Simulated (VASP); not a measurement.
# Cu (Cmcm) in VASP: further runs, part 2 of 2

VASP 6.6.1. Earlier steps stand in the parts before.

## 3. Relaxation of cell and atoms, r2SCAN, target pressure 40 GPa, at which the enthalpy is minimised

Input file POSCAR:

```
Cu
1.0
    1.2184640000     -3.9763780000      0.0000000000
    1.2184640000      3.9763780000      0.0000000000
    0.0000000000      0.0000000000      2.4754960000
Cu
2
Direct
    0.1338670000      0.8661330000      0.2500000000
    0.8661330000      0.1338670000      0.7500000000
```

Input file INCAR.step1:

```
  PREC = Accurate
  ENCUT = 600
  ISMEAR = -1
  SIGMA = 0.05
  LREAL = F
  LASPH = T
  NELM = 100
  GGA = PE
  ALGO = Normal
  EDIFF = 1E-4
  LWAVE = T
  LCHARG = F
```

Input file INCAR.step2:

```
  PREC = Accurate
  ENCUT = 600
  EDIFF = 1E-6
  ISMEAR = -1
  SIGMA = 0.05
  LREAL = F
  LASPH = T
  NELM = 100
  ALGO = Normal
  ISIF = 3
  LWAVE = F
  LCHARG = F
  METAGGA = R2SCAN
  LMIXTAU = T
  IBRION = 2
  NSW = 80
  EDIFFG = -0.01
  PSTRESS = 400.0
  ISTART = 1
```

Input file KPOINTS:

```
Automatic mesh
0
Gamma
  13 13 12
```

Potentials or basis: VASP PAW PBE potentials, release 64 (Cu).

Command:

```
cat potpaw_PBE.64/Cu/POTCAR > POTCAR
cp INCAR.step1 INCAR
mpirun -np 1 vasp_std > vasp.out
cp INCAR.step2 INCAR
mpirun -np 1 vasp_std > vasp.out
```

OUTCAR:

```text
PREC = Accurate
   ENCUT = 600
   EDIFF = 1E-6
   ISMEAR = -1
   LREAL = F
   LASPH = T
   NELM = 100
   ISIF = 3
   METAGGA = R2SCAN
   IBRION = 2
   NSW = 80
   EDIFFG = -0.01
   PSTRESS = 400.0
   ISTART = 1

 ion  position               nearest neighbor table
   1  0.134  0.866  0.250-   2 2.46   2 2.46   2 2.54   2 2.54   2 2.54   2 2.54
   2  0.866  0.134  0.750-   1 2.46   1 2.46   1 2.54   1 2.54   1 2.54   1 2.54

  LATTYP: Found a base centered orthorhombic cell.
 ALAT       =     2.4369280000
 B/A-ratio  =     3.2634349476
 C/A-ratio  =     1.0158264832

  Lattice vectors:

 A1 = (   1.2184640000,  -3.9763780000,   0.0000000000)
 A2 = (   1.2184640000,   3.9763780000,   0.0000000000)
 A3 = (   0.0000000000,   0.0000000000,   2.4754960000)

Analysis of symmetry for initial positions (statically):
=====================================================================
 Subroutine PRICEL returns:
 Original cell was already a primitive cell.

 Routine SETGRP: Setting up the symmetry group for a
 base centered orthorhombic supercell.

 Subroutine GETGRP returns: Found  8 space group operations
 (whereof  4 operations were pure point group operations)
 out of a pool of  8 trial point group operations.

The static configuration has the point symmetry C_2h.
 The point group associated with its full space group is D_2h.

Analysis of symmetry for dynamics (positions and initial velocities):
[... 206 lines left out ...]
 Fermi energy:        14.5838761570

 k-point     1 :       0.0000    0.0000    0.0000
  band No.  band energies     occupation
      1       0.6923      2.00000
      2       5.5919      2.00000
      3       6.9754      2.00000
      4       7.9330      2.00000
      5       9.2879      2.00000
      6       9.8591      2.00000
      7      10.6784      2.00000
      8      11.2932      2.00000
      9      11.7041      2.00000
     10      11.9872      2.00000
     11      12.5428      2.00000
     12      13.3488      2.00000
     13      22.7453      0.00000
     14      34.5652      0.00000
[... 486 lines left out ...]
  energy  without entropy=      -21.0076909478  energy(sigma->0) =      -21.00926732

  enthalpy is  TOTEN    =       -15.8907482889 eV   P V=        5.1200954010

[... ionic steps 4 to 8 ...]

--------------------------------------- Ionic step        9  -------------------------------------------

 number of electron      22.0000009 magnetization

------------------------ aborting loop because EDIFF is reached ----------------------------------------
[... 71 lines left out ...]
--------------------------------------- Ionic step       11  -------------------------------------------

 number of electron      22.0000009 magnetization

 Free energy of the ion-electron system (eV)
  ---------------------------------------------------
  ext. energy  EPLUGINS =         0.00000000
  ---------------------------------------------------
  free energy    TOTEN  =       -20.93652949 eV

  energy without entropy =      -20.93317838  energy(sigma->0) =      -20.93485394

 E-fermi :   9.5546     XC(G=0): -14.7813

 val. band max:        9.5514735239   @ k =  -0.4615   0.1538   0.0000
 cond. band min:       9.5738451202   @ k =   0.4615   0.0769   0.1667
 fundamental gap:      0.0223715963
 Fermi energy:         9.5545909736

 k-point     1 :       0.0000    0.0000    0.0000
  band No.  band energies     occupation
      1      -1.4297      2.00000
      2       3.2680      2.00000
      3       4.2553      2.00000
      4       4.8074      2.00000
      5       5.8093      2.00000
      6       6.1177      2.00000
      7       6.7691      2.00000
      8       7.0940      2.00000
      9       7.3880      2.00000
     10       7.5292      2.00000
     11       7.8840      2.00000
     12       8.9540      1.99999
     13      15.5357      0.00000
     14      26.7284      0.00000
[... 448 lines left out ...]
  energy  without entropy=      -20.9331783833  energy(sigma->0) =      -20.93485394

  enthalpy is  TOTEN    =       -15.9003030875 eV   P V=        5.0362264058

 reached required accuracy - stopping structural energy minimisation
```

OUTCAR.step1:

```text
PREC = Accurate
   ENCUT = 600
   ISMEAR = -1
   LREAL = F
   LASPH = T
   NELM = 100
[... 655 lines left out ...]
 -----------------------------------------------------------------------------------
      1.21846      2.91177      0.61887         0.000000      0.041953     -0.000000
      1.21846     -2.91177      1.85662         0.000000     -0.041953      0.000000
 -----------------------------------------------------------------------------------
    total drift:                                0.000000     -0.000000      0.000000

  FREE ENERGIE OF THE ION-ELECTRON SYSTEM (eV)
  ---------------------------------------------------
  free  energy   TOTEN  =        -7.1535044651 eV

  energy  without entropy=       -7.1494113178  energy(sigma->0) =       -7.15145789
```

OSZICAR.step1:

```text
N       E                     dE             d eps       ncg     rms          rms(c)
DAV:   1     0.127531188363E+03    0.12753E+03   -0.11753E+04 10618   0.291E+03
DAV:   2    -0.412760537638E+01   -0.13166E+03   -0.12713E+03 10290   0.334E+02
DAV:   3    -0.884823478681E+01   -0.47206E+01   -0.45549E+01 12177   0.980E+01
DAV:   4    -0.888536566239E+01   -0.37131E-01   -0.37124E-01 12274   0.881E+00
DAV:   5    -0.888584775733E+01   -0.48209E-03   -0.48209E-03 13818   0.842E-01    0.107E+01
DAV:   6    -0.786566560916E+01    0.10202E+01   -0.15649E+01 10514   0.115E+02    0.536E+00
DAV:   7    -0.717713077132E+01    0.68853E+00   -0.28419E+00 10724   0.470E+01    0.747E-01
DAV:   8    -0.715821454217E+01    0.18916E-01   -0.23679E-02 14330   0.240E+00    0.517E-01
DAV:   9    -0.715354920723E+01    0.46653E-02   -0.10170E-02 12638   0.283E+00    0.414E-02
DAV:  10    -0.715350446515E+01    0.44742E-04   -0.21971E-04  9841   0.173E-01
   1 F= -.71535045E+01 E0= -.71514579E+01  d E =-.409315E-02
```

Run time: 29 min. Hardware: 1 thread of Intel Xeon 6975P-C (Granite Rapids), shared host; peak memory 0.29 GiB.

What came out:

```yaml
Free_energy: -20.9365 eV
Relaxed_volume: 10.09 Å³/atom
Relaxed_cell: a = 3.947 Å, b = 3.947 Å, c = 2.337 Å, α = 90.00°, β = 90.00°, γ = 146.36°
Space_group_after_relaxing_to_0.1_Å: Cmcm (No. 63)
Energy_change_on_relaxing_the_run_minimises_the_enthalpy: +206.9 meV/atom
Ionic_steps: 11
Pressure_after_relaxing: 40.1 GPa
Largest_force_after_relaxing: 0.005 eV/Å
Band_gap_on_the_k_mesh: zero (bands 11 and 12 overlap by 6.60 eV)
```

Forces in eV/Å, atoms in the order of the input:
```
Cu   0.000  0.005  0.000
Cu   0.000 -0.005  0.000
```

Stress tensor (GPa, compression positive):
```
40.16  0.00  0.00
 0.00 40.07  0.00
 0.00  0.00 40.05
```

The path:
```
step  energy change (eV)  largest force (eV/Å)  pressure (GPa)  volume (Å³)
   1              0.0000                0.0002            0.95        23.99
   2              3.7307                1.3298          209.96        15.20
   3              0.3395                0.2795           35.39        20.51
   4              0.3869                0.3023           38.62        20.30
   5              0.4078                0.3120           40.07        20.22
   6              0.4123                0.0566           39.99        20.18
   7              0.4114                0.0220           40.04        20.18
   8              0.4100                0.0064           39.89        20.19
   9              0.4098                0.0146           39.88        20.19
  10              0.4144                0.0037           40.16        20.17
  11              0.4138                0.0048           40.09        20.17
```

Final structure:
```yaml
crystal:
  lattice:
    - [1.14217, -3.77854, 0.00000]
    - [1.14217, 3.77854, 0.00000]
    - [0.00000, 0.00000, 2.33707]
  atoms:
    - { symbol: Cu, position: [0.13227, 0.86773, 0.25000] }
    - { symbol: Cu, position: [0.86773, 0.13227, 0.75000] }
```

Levels at points of the mesh, in eV from the Fermi level:
```
           k point  band 8  band 9  band 10  band 11  band 12  band 13  band 14  band 15
(0.00, 0.00, 0.00)   -2.46   -2.17    -2.03    -1.67    -0.60     5.98    17.17    21.96
(0.00, 0.00, 0.50)   -3.32   -2.04    -2.04     0.07     0.07     9.52     9.52    11.05
```

Caveat: the cell is relaxed towards a set pressure, so the run minimises the enthalpy, not the energy; the volume moved by over 15 % at a fixed basis, so the end points are rough; the PAW data sets were made with another functional, which shifts forces and pressure a little.

The gap in the log of VASP goes by the Fermi energy; the results here count the filled bands.